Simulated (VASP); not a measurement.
# Mo (Fm-3m) in VASP: a series of runs

Runs on Mo. Level: PBE. Tasks: single point.

All numbers are computed with VASP 6.6.1; they aren't measurements. Logs are shortened: lines on timing, memory, paths and dates and some standing lists are left out, and cuts for length are marked.

**1. The cell of the first run**

The structure is cubic, space group Fm-3m (No. 225). The conventional cell has a = 3.962 Å, b = 3.962 Å, c = 3.962 Å, α = 90.00°, β = 90.00°, γ = 90.00°. Within 3.7 Å of Mo (site symmetry m-3m) lie 12 Mo at 2.80 Å.

**2. Single point, PBE (volume scaled by 0.97)**

File INCAR:

```
SYSTEM = Mo
PREC = Accurate
ENCUT = 520
EDIFF = 1E-6
ISMEAR = 0
SIGMA = 0.1
LREAL = .FALSE.
LASPH = .TRUE.
NELM = 80
ALGO = Fast
ISIF = 2
LWAVE = .FALSE.
LCHARG = .FALSE.
GGA = PE
NBANDS = 13
```

File KPOINTS:

```
regular mesh
0
G
  18 18 18
  0 0 0
```

File POSCAR:

```
Mo
1.0
    0.0000000000      1.9808142351      1.9808142351
    1.9808142351      0.0000000000      1.9808142351
    1.9808142351      1.9808142351      0.0000000000
Mo
1
Direct
    0.0000000000      0.0000000000      0.0000000000
```

Potentials or basis: VASP PAW PBE potentials, release 64 (Mo_sv).

The run is started by

```
$ cat potpaw_PBE.64/Mo_sv/POTCAR > POTCAR
$ mpirun -np 1 vasp_std > vasp.out
```

OUTCAR:

```text
SYSTEM = Mo
   PREC = Accurate
   ENCUT = 520
   EDIFF = 1E-6
   ISMEAR = 0
   LREAL = .FALSE.
   LASPH = .TRUE.
   NELM = 80
   ISIF = 2
   GGA = PE

 ion  position               nearest neighbor table
   1  0.000  0.000  0.000-

  LATTYP: Found a face centered cubic cell.
 ALAT       =     3.9616284702

  Lattice vectors:

 A1 = (   0.0000000000,   1.9808142351,   1.9808142351)
 A2 = (   1.9808142351,   0.0000000000,   1.9808142351)
 A3 = (   1.9808142351,   1.9808142351,   0.0000000000)

Analysis of symmetry for initial positions (statically):
=====================================================================
 Subroutine PRICEL returns:
 Original cell was already a primitive cell.

 Routine SETGRP: Setting up the symmetry group for a
 face centered cubic supercell.

 Subroutine GETGRP returns: Found 48 space group operations
 (whereof 48 operations were pure point group operations)
 out of a pool of 48 trial point group operations.

The static configuration has the point symmetry O_h .

Analysis of symmetry for dynamics (positions and initial velocities):
=====================================================================
 Subroutine PRICEL returns:
 Original cell was already a primitive cell.

 Routine SETGRP: Setting up the symmetry group for a
 face centered cubic supercell.

 Subroutine GETGRP returns: Found 48 space group operations
 (whereof 48 operations were pure point group operations)
 out of a pool of 48 trial point group operations.

The dynamic configuration has the point symmetry O_h .

 Subroutine INISYM returns: Found 48 space group operations
 (whereof 48 operations are pure point group operations),
 and found     1 'primitive' translations

----------------------------------------------------------------------------------------

                                     Primitive cell

  volume of cell :      15.5439

  direct lattice vectors                    reciprocal lattice vectors
     0.000000000  1.980814235  1.980814235    -0.252421449  0.252421449  0.252421449
     1.980814235  0.000000000  1.980814235     0.252421449 -0.252421449  0.252421449
     1.980814235  1.980814235  0.000000000     0.252421449  0.252421449 -0.252421449

  length of vectors
     2.801294356  2.801294356  2.801294356     0.437206775  0.437206775  0.437206775

  position of ions in fractional coordinates (direct lattice)
     0.000000000  0.000000000  0.000000000

  ion indices of the primitive-cell ions
   primitive index   ion index
                 1           1

----------------------------------------------------------------------------------------

 KPOINTS: regular mesh

Automatic generation of k-mesh.
 Grid dimensions read from file:
 generate k-points for:   18   18   18

 Generating k-lattice:

  Cartesian coordinates                     Fractional coordinates (reciprocal lattice)
    -0.014023414  0.014023414  0.014023414     0.055555556  0.000000000  0.000000000
     0.014023414 -0.014023414  0.014023414     0.000000000  0.055555556  0.000000000
     0.014023414  0.014023414 -0.014023414     0.000000000  0.000000000  0.055555556

  Length of vectors
     0.024289265  0.024289265  0.024289265

  Shift w.r.t. Gamma in fractional coordinates (k-lattice)
     0.000000000  0.000000000  0.000000000

 Subroutine IBZKPT returns following result:
 ===========================================

 Found    195 irreducible k-points:

 Following reciprocal coordinates:
            Coordinates               Weight
  0.000000  0.000000  0.000000      1.000000
  0.055556  0.000000  0.000000      8.000000
  0.111111  0.000000  0.000000      8.000000
  0.166667  0.000000  0.000000      8.000000
  0.222222  0.000000  0.000000      8.000000
  0.277778  0.000000  0.000000      8.000000
[... 16 lines left out ...]
 -0.277778  0.055556  0.000000     24.000000
 -0.222222  0.055556  0.000000     24.000000
 [... further k-points ...]
   k-points           NKPTS =    195   k-points in BZ     NKDIM =    195   number of bands    NBANDS=     13
   number of dos      NEDOS =    301   number of ions     NIONS =      1
   total plane-waves  NPLWV =  13824
   dimension x,y,z NGX =    24 NGY =   24 NGZ =   24
   dimension x,y,z NGXF=    48 NGYF=   48 NGZF=   48
   ions per type =               1
   NGX,Y,Z   is equivalent  to a cutoff of  14.24, 14.24, 14.24 a.u.
   NGXF,Y,Z  is equivalent  to a cutoff of  28.49, 28.49, 28.49 a.u.
 SYSTEM =  Mo
   PREC   = accura    normal or accurate (medium, high low for compatibility)
   ISTART =      0    job   : 0-new  1-cont  2-samecut
   ICHARG =      2    charge: 1-file 2-atom 10-const
   ISPIN  =      1    spin polarized calculation?
   LNONCOLLINEAR =      F non collinear calculations
   LSORBIT =      F    spin-orbit coupling
   LASPH  =      T    aspherical Exc in radial PAW
   ENCUT  =  520.0 eV  38.22 Ry    6.18 a.u.   5.21  5.21  5.21*2*pi/ulx,y,z
   NELM   =     80;   NELMIN=  2; NELMDL= -5     # of ELM steps
   EDIFF  = 0.1E-05   stopping-criterion for ELM
   LREAL  =      F    real-space projection
   EDIFFG = 0.1E-04   stopping-criterion for IOM
   NSW    =      0    number of steps for IOM
   IBRION =     -1    ionic relax: 0-MD 1-quasi-New 2-CG
   NFREE  =      0    steps in history (QN), initial steepest desc. (CG)
   ISIF   =      2    stress and relaxation
   ISYM   =      2    0-nonsym 1-usesym 2-fastsym
   POTIM  = 0.5000    time-step for ionic-motion
   TEBEG  =    0.0;   TEEND  =   0.0 temperature during run
   PSTRESS=    0.0 pullay stress
   NELECT =      14.0000    total number of electrons
   NUPDOWN=      -1.0000    fix difference up-down
   EMIN   =  10.00;   EMAX   =-10.00  energy-range for DOS
   EFERMI =   0.00;   METHOD = LEGACY
   ISMEAR =     0;   SIGMA  =   0.10  broadening in eV -4-tet -1-fermi 0-gaus
   EFERMI_NEDOS =   21; number of points for ismear=-14 and -15
   IALGO  =     68    algorithm
   IMIX   =      4    mixing-type and parameters
     AMIX     =   0.40;   BMIX     =  1.00
     AMIX_MAG =   1.60;   BMIX_MAG =  1.00
  volume/ion in A,a.u.               =      15.54       104.90
  Fermi-wavevector in a.u.,A,eV,Ry     =   1.580995  2.987647 34.008366  2.499544
  Thomas-Fermi vector in A             =   2.681138
   LORBIT       =      0    0 simple, 1 ext, 2 COOP (PROOUT), +10 PAW based schemes
   GGA     = PE    functional components
   LHFCALC =     F    Hartree Fock is set to
   AEXX    =    0.0000 exact exchange contribution
   IVDW    =     0    specifies the selected vdW correction
   LEPSILON=     F    determine dielectric tensor
   LRPA    =     F    only Hartree local field effects (RPA)
 non-spin polarized calculation
 RMM-DIIS sequential band-by-band and
 Gauss-broadening in eV      SIGMA  =   0.10
  energy-cutoff  :      520.00
  volume of cell :       15.54
 maximum number of plane-waves:       444
 NGX is ok and might be reduce to    24
   NGX = 11   NGY = 11   NGZ = 11

 number of electron      13.9999999 magnetization

 Free energy of the ion-electron system (eV)
  ---------------------------------------------------
  ext. energy  EPLUGINS =         0.00000000
  ---------------------------------------------------
  free energy    TOTEN  =       -10.50304749 eV

  energy without entropy =      -10.49691148  energy(sigma->0) =      -10.49997948

 E-fermi :  12.2410     XC(G=0): -13.4031

 val. band max:       12.2380920610   @ k =  -0.4444   0.1667   0.0000
 cond. band min:      12.2490480995   @ k =   0.2778   0.1111   0.0556
 fundamental gap:      0.0109560385
 Fermi energy:        12.2409603153

 k-point     1 :       0.0000    0.0000    0.0000
  band No.  band energies     occupation
      1     -48.4413      2.00000
      2     -21.7174      2.00000
      3     -21.7174      2.00000
      4     -21.7174      2.00000
      5       5.4367      2.00000
      6      11.5014      2.00000
      7      11.5014      2.00000
      8      11.5014      2.00000
      9      14.2980      0.00000
     10      14.2980      0.00000
     11      25.3719      0.00000
     12      30.7772      0.00000
     13      30.7772      0.00000

 k-point     2 :       0.0556    0.0000    0.0000
  band No.  band energies     occupation
      1     -48.4338      2.00000
      2     -21.7636      2.00000
      3     -21.7231      2.00000
      4     -21.7231      2.00000
      5       5.5676      2.00000
      6      11.4103      2.00000
      7      11.5613      2.00000
      8      11.5613      2.00000
      9      14.2480      0.00000
     10      14.2480      0.00000
     11      25.6269      0.00000
     12      30.2064      0.00000
     13      31.0135      0.00000

 k-point     3 :       0.1111    0.0000    0.0000
  band No.  band energies     occupation
      1     -48.4121      2.00000
      2     -21.8955      2.00000
      3     -21.7395      2.00000
      4     -21.7395      2.00000
      5       5.9411      2.00000
      6      11.1800      2.00000
      7      11.7176      2.00000
      8      11.7176      2.00000
      9      14.1353      0.00000
     10      14.1353      0.00000
     11      26.3190      0.00000
     12      29.0679      0.00000
     13      31.7005      0.00000
[... 305 lines left out ...]
 k-point    23 :      -0.2778    0.0556    0.0000
  band No.  band energies     occupation
      1     -48.2744      2.00000
      2     -22.6588      2.00000
      3     -21.8879      2.00000
      4     -21.8236      2.00000
      5       7.6897      2.00000
      6      11.1385      2.00000
      7      11.7280      2.00000
      8      11.8588      2.00000
      9      14.4065      0.00000
     10      15.3960      0.00000
     11      25.4418      0.00000
     12      28.8864      0.00000
     13      34.2133      0.00000

 k-point    24 :      -0.2222    0.0556    0.0000
  band No.  band energies     occupation
      1     -48.3178      2.00000
      2     -22.4206      2.00000
      3     -21.8545      2.00000
      4     -21.7905      2.00000
      5       7.3609      2.00000
      6      10.7387      2.00000
      7      11.9095      2.00000
      8      12.0178      1.99840
      9      13.9004      0.00000
     10      14.8333      0.00000
     11      26.2952      0.00000
     12      29.0088      0.00000
     13      33.6787      0.00000

 [... further k-points ...]

------------------------ aborting loop because EDIFF is reached ----------------------------------------

  FORCE on cell =-STRESS in cart. coord.  units (eV):
  Direction    XX          YY          ZZ          XY          YZ          ZX
  --------------------------------------------------------------------------------------
  -------------------------------------------------------------------------------------
  Total        0.8075835      0.8075835      0.8075835      0.0000000      0.0000000      0.0000000
  in kB       83.2409004     83.2409004     83.2409004      0.0000000      0.0000000      0.0000000
  external PRESSURE =      83.2409004 kB  Pullay stress =       0.0000000 kB

 VOLUME and BASIS-vectors are now :
 -----------------------------------------------------------------------------
  energy-cutoff  :      520.00
  volume of cell :       15.54
      direct lattice vectors                 reciprocal lattice vectors
     0.000000000  1.980814235  1.980814235    -0.252421449  0.252421449  0.252421449
     1.980814235  0.000000000  1.980814235     0.252421449 -0.252421449  0.252421449
     1.980814235  1.980814235  0.000000000     0.252421449  0.252421449 -0.252421449

 POSITION                                       TOTAL-FORCE (eV/Angst)
 -----------------------------------------------------------------------------------
      0.00000      0.00000      0.00000         0.000000      0.000000      0.000000
 -----------------------------------------------------------------------------------
    total drift:                               -0.000000      0.000000      0.000000

  FREE ENERGIE OF THE ION-ELECTRON SYSTEM (eV)
  ---------------------------------------------------
  free  energy   TOTEN  =       -10.5030474886 eV

  energy  without entropy=      -10.4969114756  energy(sigma->0) =      -10.49997948
```

It took 12 s on 1 thread of Intel Xeon 6975P-C (Granite Rapids), shared host; peak memory 0.16 GiB.

Results:

* Free energy: -10.5030 eV
* Pressure: 8.3 GPa
* Band gap on the k mesh: zero (band 7 reaches 16.41 eV, above the bottom of band 8 at 11.50 eV)

Caveat: the cell differs from its parent crystal (volume scaled by 0.97).

**3. Single point, PBE**

This run uses another cell than the first one, of 16.02 Å³/atom, 1.031 times its volume.

File INCAR:

```
SYSTEM = Mo
ALGO = Normal
EDIFF = 1E-6
ENCUT = 520
GGA = PE
ISIF = 2
ISMEAR = 0
LASPH = .TRUE.
LCHARG = .FALSE.
LREAL = .FALSE.
LWAVE = .FALSE.
NBANDS = 13
NELM = 60
PREC = Accurate
SIGMA = 0.1
```

File KPOINTS:

```
k-points
0
G
  18 18 18
  0 0 0
```

File POSCAR:

```
Mo
1.0
    0.0000000000      2.0010280214      2.0010280214
    2.0010280214      0.0000000000      2.0010280214
    2.0010280214      2.0010280214      0.0000000000
Mo
1
Direct
    0.0000000000      0.0000000000      0.0000000000
```

Potentials or basis: VASP PAW PBE potentials, release 64 (Mo_sv).

The run is started by

```
$ cat potpaw_PBE.64/Mo_sv/POTCAR > POTCAR
$ mpirun -np 1 vasp_std > vasp.out
```

Run time: 10 s. Hardware: 1 thread of Intel Xeon 6975P-C (Granite Rapids), shared host; peak memory 0.16 GiB.

The run converged. Its results:

- Free energy: -10.5162 eV
- Pressure: 0.5 GPa
- Band gap on the k mesh: zero (band 7 reaches 15.77 eV, above the bottom of band 8 at 11.07 eV)

Levels at points of the mesh, in eV from the Fermi level:
```csv
k point,band 3,band 4,band 5,band 6,band 7,band 8,band 9,band 10,band 11,band 12
"(0.00, 0.00, 0.00)",-34.04,-34.04,-6.72,-0.70,-0.70,-0.70,1.98,1.98,13.11,18.37
"(0.50, 0.00, 0.00)",-34.21,-34.21,-4.59,-0.88,-0.88,1.57,4.04,4.04,11.11,12.80
"(0.50, 0.50, 0.00)",-34.51,-34.51,-4.94,-4.26,4.00,4.04,4.62,4.62,12.49,12.49
```

**4. Single point, PBE**

This run uses another cell than the first one, of 16.02 Å³/atom, 1.031 times its volume.

File INCAR:

```
PREC = Accurate ; ENCUT = 520
EDIFF = 1E-6 ; ISMEAR = 0
SIGMA = 0.1 ; LREAL = False
LASPH = True ; NELM = 100
ALGO = Normal ; ISIF = 2
LWAVE = False ; LCHARG = False
GGA = PE ; NBANDS = 13
```

File KPOINTS:

```
regular mesh
0
Gamma
  18 18 18
```

POSCAR is that of step 3.

Potentials or basis: VASP PAW PBE potentials, release 64 (Mo_sv).

The run is started by

```
$ cat potpaw_PBE.64/Mo_sv/POTCAR > POTCAR
$ mpirun -np 1 vasp_std > vasp.out
```

OUTCAR:

```text
PREC = Accurate
   ENCUT = 520
   EDIFF = 1E-6
   ISMEAR = 0
   LREAL = False
   LASPH = True
   NELM = 100
   ISIF = 2
   GGA = PE

 ion  position               nearest neighbor table
   1  0.000  0.000  0.000-

  LATTYP: Found a face centered cubic cell.
 ALAT       =     4.0020560428

  Lattice vectors:

 A1 = (   0.0000000000,   2.0010280214,   2.0010280214)
 A2 = (   2.0010280214,   0.0000000000,   2.0010280214)
 A3 = (   2.0010280214,   2.0010280214,   0.0000000000)

Analysis of symmetry for initial positions (statically):
[... 555 lines left out ...]
      7      11.4654      1.99998
      8      11.5716      1.99486
      9      13.3769      0.00000
     10      14.2643      0.00000
     11      25.7160      0.00000
     12      28.2532      0.00000
     13      32.8708      0.00000

 [... further k-points ...]
[... 5 lines left out ...]
  --------------------------------------------------------------------------------------
  -------------------------------------------------------------------------------------
  Total        0.0486497      0.0486497      0.0486497     -0.0000000      0.0000000      0.0000000
  in kB        4.8640884      4.8640884      4.8640884     -0.0000000      0.0000000      0.0000000
  external PRESSURE =       4.8640884 kB  Pullay stress =       0.0000000 kB

 VOLUME and BASIS-vectors are now :
 -----------------------------------------------------------------------------
  energy-cutoff  :      520.00
  volume of cell :       16.02
      direct lattice vectors                 reciprocal lattice vectors
     0.000000000  2.001028021  2.001028021    -0.249871563  0.249871563  0.249871563
     2.001028021  0.000000000  2.001028021     0.249871563 -0.249871563  0.249871563
     2.001028021  2.001028021  0.000000000     0.249871563  0.249871563 -0.249871563

 POSITION                                       TOTAL-FORCE (eV/Angst)
 -----------------------------------------------------------------------------------
      0.00000      0.00000      0.00000         0.000000     -0.000000      0.000000
 -----------------------------------------------------------------------------------
    total drift:                                0.000000      0.000000      0.000000

  FREE ENERGIE OF THE ION-ELECTRON SYSTEM (eV)
  ---------------------------------------------------
  free  energy   TOTEN  =       -10.5161908151 eV

  energy  without entropy=      -10.5100043970  energy(sigma->0) =      -10.51309761
```

It took 10 s on 1 thread of Intel Xeon 6975P-C (Granite Rapids), shared host; peak memory 0.16 GiB.

Results:

* Free energy: -10.5162 eV
* Pressure: 0.5 GPa
* Band gap on the k mesh: zero (band 7 reaches 15.77 eV, above the bottom of band 8 at 11.07 eV)

**5. Single point, PBE (volume scaled by 1.03)**

File INCAR:

```
PREC     = Accurate       # precision mode
ENCUT    = 520            # plane-wave cutoff, eV
EDIFF    = 1E-6           # SCF threshold, eV
ISMEAR   = 0              # smearing method
SIGMA    = 0.1            # smearing width, eV
LREAL    = False          # projectors in reciprocal space
LASPH    = True           # aspherical terms in the spheres
NELM     = 100            # most SCF steps
ALGO     = Normal         # electronic algorithm
ISIF     = 2              # what is computed and relaxed
LWAVE    = False          # write WAVECAR
LCHARG   = False          # write CHGCAR
GGA      = PE             # functional
NBANDS   = 13             # bands
```

KPOINTS is that of step 4.

File POSCAR:

```
Mo
1.0
    0.0000000000      2.0208414686      2.0208414686
    2.0208414686      0.0000000000      2.0208414686
    2.0208414686      2.0208414686      0.0000000000
Mo
1
Direct
    0.0000000000      0.0000000000      0.0000000000
```

The run is started by

```
$ cat potpaw_PBE.64/Mo_sv/POTCAR > POTCAR
$ mpirun -np 1 vasp_std > vasp.out
```

It took 11 s on 1 thread of Intel Xeon 6975P-C (Granite Rapids), shared host; peak memory 0.16 GiB.

It converged, with:

```yaml
Free_energy: -10.5075 eV
Pressure: -6.3 GPa
Band_gap_on_the_k_mesh: zero (band 7 reaches 15.16 eV, above the bottom of band 8 at 10.67 eV)
```

Levels at points of the mesh, in eV from the Fermi level:
```csv
k point,band 5,band 6,band 7,band 8,band 9,band 10
"(0.00, 0.00, 0.00)",-6.63,-0.66,-0.66,-0.66,1.90,1.90
"(0.50, 0.00, 0.00)",-4.45,-0.83,-0.83,1.47,3.87,3.87
"(0.50, 0.50, 0.00)",-4.75,-4.09,3.83,3.86,4.43,4.43
```

Caveat: the cell differs from its parent crystal (volume scaled by 1.03).

**6. Summary**

```tsv
cell	gap on the mesh (eV)	pressure (GPa)
a = 2.801 Å, angles 60.0°, 1 atom	none	8.3
a = 2.830 Å, angles 60.0°, 1 atom	none	0.5
a = 2.858 Å, angles 60.0°, 1 atom	none	-6.3
```

Alike in all rows: task single point; level PBE; potentials or basis VASP PAW PBE potentials, release 64 (Mo_sv); no spin polarisation; k mesh 18 × 18 × 18; cutoff (eV) 520; smearing gaussian 0.1 eV.

Absolute energies hang on the potentials; compare differences alone.
